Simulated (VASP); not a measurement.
# Nb (I4/mmm) in VASP: notebook

Runs on Nb. Level: r2SCAN. Tasks: single point.

Everything below comes from runs of VASP 6.6.1. Logs are shortened: lines on timing, memory, paths and dates and some standing lists are left out, and cuts for length are marked.

## 1. The cell of the first run

The structure is tetragonal, space group I4/mmm (No. 139). Conventional cell: a = 2.991 Å, b = 2.991 Å, c = 4.568 Å, α = 90.00°, β = 90.00°, γ = 90.00°. Within 3.9 Å of Nb (site symmetry 4/mmm) lie 12 Nb at 2.99 to 3.11 Å.

## 2. Single point, r2SCAN (strain +0.000 along x and y, +0.080 along z)

The input, POSCAR:

```
Nb
1.0
    0.0000000000      2.1150000000      2.2842000000
    2.1150000000      0.0000000000      2.2842000000
    2.1150000000      2.1150000000      0.0000000000
Nb
1
Direct
    0.0000000000      0.0000000000      0.0000000000
```

The input, INCAR.step1:

```
  ALGO = Normal
  EDIFF = 1E-4
  ENCUT = 520
  GGA = PE
  ISMEAR = 0
  LASPH = T
  LCHARG = F
  LREAL = F
  LWAVE = T
  NBANDS = 12
  NELM = 60
  PREC = Accurate
  SIGMA = 0.15
```

The input, INCAR.step2:

```
  ALGO = Normal
  EDIFF = 1E-6
  ENCUT = 520
  ISIF = 2
  ISMEAR = 0
  ISTART = 1
  LASPH = T
  LCHARG = T
  LELF = T
  LMIXTAU = T
  LREAL = F
  LVHAR = T
  LWAVE = F
  METAGGA = R2SCAN
  NBANDS = 12
  NELM = 60
  PREC = Accurate
  SIGMA = 0.15
```

The input, KPOINTS:

```
k-points
0
Gamma
  20 20 20
```

Potentials or basis: VASP PAW PBE potentials, release 64 (Nb_sv).

Launch:

```
$ cat potpaw_PBE.64/Nb_sv/POTCAR > POTCAR
$ cp INCAR.step1 INCAR
$ mpirun -np 1 vasp_std > vasp.out
$ cp INCAR.step2 INCAR
$ mpirun -np 1 vasp_std > vasp.out
```

OUTCAR:

```text
EDIFF = 1E-6
   ENCUT = 520
   ISIF = 2
   ISMEAR = 0
   ISTART = 1
   LASPH = T
   LREAL = F
   METAGGA = R2SCAN
   NELM = 60
   PREC = Accurate

 ion  position               nearest neighbor table
   1  0.000  0.000  0.000-

  LATTYP: Found a body centered tetragonal cell.
 ALAT       =     2.9910616844
 C/A-ratio  =     1.5273506474

  Lattice vectors:

 A1 = (  -2.1150000000,   0.0000000000,   2.2842000000)
 A2 = (   2.1150000000,   0.0000000000,   2.2842000000)
 A3 = (   0.0000000000,   2.1150000000,  -2.2842000000)

Analysis of symmetry for initial positions (statically):
=====================================================================
 Subroutine PRICEL returns:
 Original cell was already a primitive cell.

 Routine SETGRP: Setting up the symmetry group for a
 body centered tetragonal supercell.

 Subroutine GETGRP returns: Found 16 space group operations
 (whereof 16 operations were pure point group operations)
 out of a pool of 16 trial point group operations.

The static configuration has the point symmetry D_4h.

Analysis of symmetry for dynamics (positions and initial velocities):
=====================================================================
 Subroutine PRICEL returns:
 Original cell was already a primitive cell.

 Routine SETGRP: Setting up the symmetry group for a
 body centered tetragonal supercell.

 Subroutine GETGRP returns: Found 16 space group operations
 (whereof 16 operations were pure point group operations)
 out of a pool of 16 trial point group operations.

The dynamic configuration has the point symmetry D_4h.

 Subroutine INISYM returns: Found 16 space group operations
 (whereof 16 operations are pure point group operations),
 and found     1 'primitive' translations

----------------------------------------------------------------------------------------

                                     Primitive cell

  volume of cell :      20.4355

  direct lattice vectors                    reciprocal lattice vectors
     0.000000000  2.115000000  2.284200000    -0.236406619  0.236406619  0.218895018
     2.115000000  0.000000000  2.284200000     0.236406619 -0.236406619  0.218895018
     2.115000000  2.115000000  0.000000000     0.236406619  0.236406619 -0.218895018

  length of vectors
     3.113004118  3.113004118  2.991061684     0.399613824  0.399613824  0.399613824

  position of ions in fractional coordinates (direct lattice)
     0.000000000  0.000000000  0.000000000

  ion indices of the primitive-cell ions
   primitive index   ion index
                 1           1

----------------------------------------------------------------------------------------

 KPOINTS: k-points

Automatic generation of k-mesh.
 Grid dimensions read from file:
 generate k-points for:   20   20   20

 Generating k-lattice:

  Cartesian coordinates                     Fractional coordinates (reciprocal lattice)
    -0.011820331  0.011820331  0.010944751     0.050000000 -0.000000000  0.000000000
     0.011820331 -0.011820331  0.010944751    -0.000000000  0.050000000  0.000000000
     0.011820331  0.011820331 -0.010944751     0.000000000  0.000000000  0.050000000

  Length of vectors
     0.019980691  0.019980691  0.019980691

  Shift w.r.t. Gamma in fractional coordinates (k-lattice)
     0.000000000  0.000000000  0.000000000

 Subroutine IBZKPT returns following result:
 ===========================================

 Found    641 irreducible k-points:

 Following reciprocal coordinates:
            Coordinates               Weight
  0.000000  0.000000  0.000000      1.000000
  0.050000  0.000000  0.000000      8.000000
  0.100000  0.000000  0.000000      8.000000
  0.150000  0.000000  0.000000      8.000000
  0.200000  0.000000  0.000000      8.000000
  0.250000  0.000000  0.000000      8.000000
[... 16 lines left out ...]
 -0.400000  0.050000  0.000000      8.000000
 -0.350000  0.050000  0.000000      8.000000
 [... further k-points ...]
   k-points           NKPTS =    641   k-points in BZ     NKDIM =    641   number of bands    NBANDS=     12
   number of dos      NEDOS =    301   number of ions     NIONS =      1
   total plane-waves  NPLWV =  13824
   dimension x,y,z NGX =    24 NGY =   24 NGZ =   24
   dimension x,y,z NGXF=    48 NGYF=   48 NGZF=   48
   ions per type =               1
   NGX,Y,Z   is equivalent  to a cutoff of  12.82, 12.82, 13.34 a.u.
   NGXF,Y,Z  is equivalent  to a cutoff of  25.63, 25.63, 26.68 a.u.
 SYSTEM =  unknown system
   PREC   = accura    normal or accurate (medium, high low for compatibility)
   ISTART =      1    job   : 0-new  1-cont  2-samecut
   ICHARG =      0    charge: 1-file 2-atom 10-const
   ISPIN  =      1    spin polarized calculation?
   LNONCOLLINEAR =      F non collinear calculations
   LSORBIT =      F    spin-orbit coupling
   LASPH  =      T    aspherical Exc in radial PAW
   ENCUT  =  520.0 eV  38.22 Ry    6.18 a.u.   5.79  5.79  5.56*2*pi/ulx,y,z
   NELM   =     60;   NELMIN=  2; NELMDL=  0     # of ELM steps
   EDIFF  = 0.1E-05   stopping-criterion for ELM
   LREAL  =      F    real-space projection
   EDIFFG = 0.1E-04   stopping-criterion for IOM
   NSW    =      0    number of steps for IOM
   IBRION =     -1    ionic relax: 0-MD 1-quasi-New 2-CG
   NFREE  =      0    steps in history (QN), initial steepest desc. (CG)
   ISIF   =      2    stress and relaxation
   ISYM   =      2    0-nonsym 1-usesym 2-fastsym
   POTIM  = 0.5000    time-step for ionic-motion
   TEBEG  =    0.0;   TEEND  =   0.0 temperature during run
   PSTRESS=    0.0 pullay stress
   NELECT =      13.0000    total number of electrons
   NUPDOWN=      -1.0000    fix difference up-down
   EMIN   =  10.00;   EMAX   =-10.00  energy-range for DOS
   EFERMI =   0.00;   METHOD = LEGACY
   ISMEAR =     0;   SIGMA  =   0.15  broadening in eV -4-tet -1-fermi 0-gaus
   EFERMI_NEDOS =   21; number of points for ismear=-14 and -15
   IALGO  =     38    algorithm
   IMIX   =      4    mixing-type and parameters
     AMIX     =   0.40;   BMIX     =  1.00
     AMIX_MAG =   1.60;   BMIX_MAG =  1.00
  volume/ion in A,a.u.               =      20.44       137.91
  Fermi-wavevector in a.u.,A,eV,Ry     =   1.407973  2.660683 26.972026  1.982388
  Thomas-Fermi vector in A             =   2.530178
   LORBIT       =      0    0 simple, 1 ext, 2 COOP (PROOUT), +10 PAW based schemes
   METAGGA = R2SCAN    functional components
   LHFCALC =     F    Hartree Fock is set to
   AEXX    =    0.0000 exact exchange contribution
   IVDW    =     0    specifies the selected vdW correction
   LEPSILON=     F    determine dielectric tensor
   LRPA    =     F    only Hartree local field effects (RPA)
 non-spin polarized calculation
 Gauss-broadening in eV      SIGMA  =   0.15
  energy-cutoff  :      520.00
  volume of cell :       20.44
 maximum number of plane-waves:       576
   NGX = 11   NGY = 11   NGZ = 11

 number of electron      13.0000000 magnetization

 Free energy of the ion-electron system (eV)
  ---------------------------------------------------
  ext. energy  EPLUGINS =         0.00000000
  ---------------------------------------------------
  free energy    TOTEN  =       -24.48550992 eV

  energy without entropy =      -24.46830523  energy(sigma->0) =      -24.47690758

 E-fermi :   9.7724     XC(G=0): -12.9022

 val. band max:        9.7712787246   @ k =  -0.3000   0.0500   0.0000
 cond. band min:       9.7727623936   @ k =   0.5000   0.1500   0.1000
 fundamental gap:      0.0014836690
 Fermi energy:         9.7723698229

 k-point     1 :       0.0000    0.0000    0.0000
  band No.  band energies     occupation
      1     -46.9196      2.00000
      2     -21.7207      2.00000
      3     -21.6797      2.00000
      4     -21.6797      2.00000
      5       3.4314      2.00000
      6       9.3927      1.99966
      7      10.3651      0.00000
      8      10.3651      0.00000
      9      11.8557      0.00000
     10      13.1132      0.00000
     11      22.0504      0.00000
     12      25.4135      0.00000

 k-point     2 :       0.0500    0.0000    0.0000
  band No.  band energies     occupation
      1     -46.9160      2.00000
      2     -21.7325      2.00000
      3     -21.6975      2.00000
      4     -21.6816      2.00000
      5       3.5211      2.00000
      6       9.4084      1.99940
      7      10.3142      0.00000
      8      10.4060      0.00000
      9      11.8354      0.00000
     10      13.0652      0.00000
     11      22.2285      0.00000
     12      25.4341      0.00000

 k-point     3 :       0.1000    0.0000    0.0000
  band No.  band energies     occupation
      1     -46.9054      2.00000
      2     -21.7925      2.00000
      3     -21.7227      2.00000
      4     -21.6870      2.00000
      5       3.7823      2.00000
      6       9.4238      1.99899
      7      10.1989      0.00006
      8      10.5200      0.00000
      9      11.8003      0.00000
     10      12.9396      0.00000
     11      22.7191      0.00000
     12      25.1880      0.00000
[... 286 lines left out ...]
 k-point    23 :      -0.4000    0.0500    0.0000
  band No.  band energies     occupation
      1     -46.7763      2.00000
      2     -22.6073      2.00000
      3     -21.8893      2.00000
      4     -21.7471      2.00000
      5       6.1547      2.00000
      6       9.4715      1.99544
      7      10.1792      0.00013
      8      10.5256      0.00000
      9      13.6442      0.00000
     10      14.4180      0.00000
     11      20.1798      0.00000
     12      22.2997      0.00000

 k-point    24 :      -0.3500    0.0500    0.0000
  band No.  band energies     occupation
      1     -46.7905      2.00000
      2     -22.5223      2.00000
      3     -21.8741      2.00000
      4     -21.7366      2.00000
      5       6.0901      2.00000
      6       9.5456      1.96747
      7       9.7111      1.43626
      8      10.6357      0.00000
      9      13.2540      0.00000
     10      13.9765      0.00000
     11      20.7749      0.00000
     12      23.1034      0.00000

 [... further k-points ...]

------------------------ aborting loop because EDIFF is reached ----------------------------------------

  FORCE on cell =-STRESS in cart. coord.  units (eV):
  Direction    XX          YY          ZZ          XY          YZ          ZX
  --------------------------------------------------------------------------------------
  -------------------------------------------------------------------------------------
  Total       -2.2318159     -2.2318159     -0.8080972      0.0000000      0.0000000      0.0000000
  in kB     -174.9782578   -174.9782578    -63.3562271      0.0000000      0.0000000      0.0000000
  external PRESSURE =    -137.7709142 kB  Pullay stress =       0.0000000 kB

 VOLUME and BASIS-vectors are now :
 -----------------------------------------------------------------------------
  energy-cutoff  :      520.00
  volume of cell :       20.44
      direct lattice vectors                 reciprocal lattice vectors
     0.000000000  2.115000000  2.284200000    -0.236406619  0.236406619  0.218895018
     2.115000000  0.000000000  2.284200000     0.236406619 -0.236406619  0.218895018
     2.115000000  2.115000000  0.000000000     0.236406619  0.236406619 -0.218895018

 POSITION                                       TOTAL-FORCE (eV/Angst)
 -----------------------------------------------------------------------------------
      0.00000      0.00000      0.00000        -0.000000      0.000000      0.000000
 -----------------------------------------------------------------------------------
    total drift:                                0.000000      0.000000      0.000000

  FREE ENERGIE OF THE ION-ELECTRON SYSTEM (eV)
  ---------------------------------------------------
  free  energy   TOTEN  =       -24.4855099221 eV

  energy  without entropy=      -24.4683052337  energy(sigma->0) =      -24.47690758
```

Wall time 3.6 min (1 thread of Intel Xeon Platinum 8488C (Sapphire Rapids), shared host); peak memory 0.26 GiB.

Results:

- Free energy: -24.4855 eV
- Pressure: -13.8 GPa
- Band gap on the k mesh: zero (an odd number of electrons rules out a gap without spin polarisation)

Stress tensor (GPa, compression positive):
```
-17.50   0.00   0.00
  0.00 -17.50   0.00
  0.00   0.00  -6.34
```

Caveat: the cell differs from its parent crystal (strain +0.000 along x and y, +0.080 along z); the stress differs along the axes, from -17 to -6 GPa; the PAW data sets were made with another functional, which shifts forces and pressure a little.

## 3. Single point, r2SCAN (strain +0.040 along x and y, +0.000 along z)

The input, POSCAR:

```
Nb
1.0
    0.0000000000      2.1996000000      2.1150000000
    2.1996000000      0.0000000000      2.1150000000
    2.1996000000      2.1996000000      0.0000000000
Nb
1
Direct
    0.0000000000      0.0000000000      0.0000000000
```

The input, INCAR.step1:

```
SYSTEM = Nb
PREC = Accurate ; ENCUT = 520
ISMEAR = 0 ; SIGMA = 0.15
LREAL = .FALSE. ; LASPH = .TRUE.
NELM = 80 ; NBANDS = 12
GGA = PE ; ALGO = Normal
EDIFF = 1E-4 ; LWAVE = .TRUE.
LCHARG = .FALSE.
```

The input, INCAR.step2:

```
SYSTEM = Nb
PREC = Accurate ; ENCUT = 520
EDIFF = 1E-6 ; ISMEAR = 0
SIGMA = 0.15 ; LREAL = .FALSE.
LASPH = .TRUE. ; NELM = 80
ALGO = Normal ; ISIF = 2
LWAVE = .FALSE. ; LCHARG = .FALSE.
METAGGA = R2SCAN ; LMIXTAU = .TRUE.
NBANDS = 12 ; ISTART = 1
```

The input, KPOINTS:

```
Automatic mesh
0
G
  20 20 20
  0 0 0
```

Potentials or basis: VASP PAW PBE potentials, release 64 (Nb_sv).

Launch:

```
$ cat potpaw_PBE.64/Nb_sv/POTCAR > POTCAR
$ cp INCAR.step1 INCAR
$ mpirun -np 1 vasp_std > vasp.out
$ cp INCAR.step2 INCAR
$ mpirun -np 1 vasp_std > vasp.out
```

Wall time 3.8 min (1 thread of Intel Xeon Platinum 8488C (Sapphire Rapids), shared host); peak memory 0.26 GiB.

The run converged. Its results:

```
Free energy            : -24.4538 eV
Pressure               : -13.4 GPa
Band gap on the k mesh : zero (an odd number of electrons rules out a gap without spin polarisation)
```

Stress tensor (GPa, compression positive):
```
-10.91   0.00   0.00
  0.00 -10.91   0.00
  0.00   0.00 -18.47
```

Levels at points of the mesh, in eV from the Fermi level:
```
           k point  band 2  band 3  band 4  band 5  band 6  band 7  band 8  band 9  band 10  band 11
(0.00, 0.00, 0.00)  -31.52  -31.52  -31.51   -6.37    0.05    0.05    0.52    2.42     2.99    12.18
(0.50, 0.00, 0.00)  -32.47  -31.67  -31.61   -3.71   -0.16    0.36    0.98    4.31     4.53     9.86
(0.50, 0.50, 0.00)  -32.41  -31.90  -31.90   -3.73   -3.12    3.63    4.44    4.86     4.86    10.79
(0.50, 0.00, 0.50)  -32.41  -31.87  -31.80   -3.75   -3.06    2.92    4.47    4.69     5.03    11.12
```

Caveat: the cell differs from its parent crystal (strain +0.040 along x and y, +0.000 along z); the stress differs along the axes, from -18 to -11 GPa; the PAW data sets were made with another functional, which shifts forces and pressure a little.
